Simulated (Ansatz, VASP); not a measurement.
One calculation of AlV2C, two programs

```
Al V C
1.0
     2.88760    0.00000    0.00000
    -1.44380    2.50073    0.00000
     0.00000    0.00000   13.10482
Al V C
2 4 2
Direct
  0.33333 0.66667 0.25000
  0.66667 0.33333 0.75000
  0.33333 0.66667 0.58638
  0.66667 0.33333 0.41362
  0.66667 0.33333 0.08638
  0.33333 0.66667 0.91362
  0.00000 0.00000 0.00000
  0.00000 0.00000 0.50000
```

Alike in both runs: task relaxation of cell and atoms; functional PBEsol; k mesh 9 × 9 × 2; occupations gaussian, width 0.1 eV; no spin polarisation.

|  | VASP | Ansatz |
| --- | --- | --- |
| version | VASP 6.6.1 | Ansatz 0.2.0 |
| potentials or method | VASP PAW PBE potentials, release 64 (Al, V_sv, C), cutoff 600 eV | scalar-relativistic, plane waves, PAW |
| valence electrons in the cell | 66 | 66 |

Ansatz gave:

| Property | Result |
| --- | --- |
| gap on the k mesh at the Fermi level, each at its own relaxed structure (eV) | none |
| relaxed volume (Å³/atom) | 11.68 |
| relaxed length of the cell vector where the two differ most in proportion (Å) | 2.878 |

Task: Which values does VASP return?

Result: gap on the k mesh at the Fermi level, each at its own relaxed structure (eV): none; relaxed volume (Å³/atom): 11.70; relaxed length of the cell vector where the two differ most in proportion (Å): 2.880.

VASP's potentials were made for PBE, not for PBEsol. A gap of «none» marks a metal or a gap that the smearing closes.
